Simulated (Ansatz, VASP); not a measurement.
## Two plane-wave programs on Al

The input INCAR:

```
SYSTEM = Al
PREC = Accurate
ENCUT = 520
EDIFF = 1E-6
ISMEAR = 0
SIGMA = 0.03
LREAL = .FALSE.
LASPH = .TRUE.
NELM = 60
ALGO = Normal
ISIF = 2
LWAVE = .FALSE.
LCHARG = .FALSE.
GGA = CA
NBANDS = 8
```

KPOINTS

```
regular mesh
0
G
  14 14 14
  0 0 0
```

File POSCAR:

```
Al
1.0
    0.0000000000      1.9916090303      1.9916090303
    1.9916090303      0.0000000000      1.9916090303
    1.9916090303      1.9916090303      0.0000000000
Al
1
Direct
    0.0000000000      0.0000000000      0.0000000000
```

Input for Ansatz:

```yaml
crystal:
  lattice:
    - [0.0, 1.9916090303, 1.9916090303]
    - [1.9916090303, 0.0, 1.9916090303]
    - [1.9916090303, 1.9916090303, 0.0]
  atoms:
    - { symbol: Al, position: [0.0, 0.0, 0.0] }
hamiltonian:
  xc: lda
  pseudopotentials:
    kind: paw
    azcp:
      Al: "pseudopotentials/Al.paw.azcp"
basis:
  ecutwfc: 420
  fft_grid_basis: typed
kpoints:
  mp_grid: { grid: [14, 14, 14], shift: [0, 0, 0] }
magnetization:
  spin_polarized: false
scf:
  occupations: { method: gaussian, width: 0.03 }
  lower_state_search: "off"
output:
  stress: true
```

Alike in both runs: task single point; functional LDA; k mesh 14 × 14 × 14; occupations gaussian, width 0.03 eV; no spin polarisation.

```csv
,VASP,Ansatz
version,VASP 6.6.1,Ansatz 0.2.0
potentials or method,"VASP PAW LDA potentials, release 64 (Al), cutoff 520 eV","plane waves (420 eV) with PAW, scalar-relativistic"
valence electrons in the cell,3,3
```

|  | VASP | Ansatz | Ansatz less VASP |
| --- | --- | --- | --- |
| pressure (GPa) | -0.1 | -0.2 | -0.07 |

Ansatz warns that its potentials were made for another functional, while VASP's fit it. LDA's correlation is that of Perdew and Zunger in VASP and of Perdew and Wang (1992) in Ansatz.
